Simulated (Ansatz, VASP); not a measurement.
## PbF2: VASP beside Ansatz

```
CELL_PARAMETERS angstrom
-0.07425 2.96985 2.96985
2.89560 0.00000 2.89560
2.96985 2.96985 -0.07425
ATOMIC_POSITIONS crystal
Pb 0.00000 0.00000 0.00000
F 0.25000 0.25000 0.25000
F 0.75000 0.75000 0.75000
```

Change from the starting cell: strain -0.0500 x Voigt [0, 0, 0, 0, 1, 0], atoms carried along.

Alike in both runs: task single point; functional PBEsol; k mesh 8 × 8 × 8; occupations gaussian, width 0.05 eV; no spin polarisation.

```csv
,VASP,Ansatz
version,VASP 6.6.1,Ansatz 0.2.0
potentials or method,"VASP PAW PBE potentials, release 64 (Pb_d, F), cutoff 520 eV","scalar-relativistic, plane waves, PAW"
valence electrons in the cell,28,28
```

```csv
,VASP,Ansatz,Ansatz less VASP
gap on the k mesh at the Fermi level (eV),4.27,4.28,+0.009
least direct gap on the mesh (eV),4.44,4.44,+0.005
pressure (GPa),-1.5,-1.3,+0.22
"traceless stress, the component that is largest in VASP (GPa)",1.49,1.47,-0.024
rms of the force components (eV/Å),0.055,0.053,-0.0013
```

VASP's potentials were made for PBE, not for PBEsol. Atom by atom the forces differ by 0.001 eV/Å (rms over components). The functional is the same, so the differences come from potentials, cutoffs and numerics.

Neither program's run includes spin-orbit coupling.
